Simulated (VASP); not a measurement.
**Ca3B: single point with PBE**

Crystal: Ca3B.

```xyz
4
Lattice="-2.4783 2.4783 4.1438 2.4783 -2.4783 4.1438 2.4783 2.4783 -4.1438" Properties=species:S:1:pos:R:3 pbc="T T T"
Ca    0.0000    0.0000    4.1438
Ca    0.0000    2.4783    2.0719
Ca    2.4783    0.0000    2.0719
B     0.0000    0.0000    0.0000
```

```json
{
 "Program": "VASP 6.6.1",
 "Task": "single point",
 "Functional": "PBE",
 "Potentials or basis": "VASP PAW PBE potentials, release 64 (Ca_sv, B)",
 "Cutoff": "520 eV",
 "k mesh": "14 × 14 × 14",
 "Occupations": "gaussian, width 0.1 eV",
 "Spin": "no spin polarisation"
}
```

* Pressure: 0.0 GPa

Levels at points of the mesh, in eV from the Fermi level:
```
           k point  band 13  band 14  band 15  band 16  band 17  band 18  band 19  band 20  band 21  band 22
(0.00, 0.00, 0.00)    -6.25    -0.86    -0.84    -0.55    -0.55     0.42     0.68     1.28     1.30     1.30
(0.50, 0.00, 0.00)    -5.32    -2.83    -1.07    -0.68     0.55     0.78     0.98     1.57     1.65     1.68
(0.50, 0.50, 0.00)    -5.15    -2.21    -0.76    -0.63    -0.58    -0.54     1.61     1.61     1.75     2.14
(0.50, 0.50, 0.50)    -5.34    -2.82    -1.01    -0.13    -0.09    -0.09     0.99     0.99     1.36     2.43
```

It took 25 min on 1 thread of Oxide Virtual Turin-like Processor (shared host), peak memory 0.59 GiB.
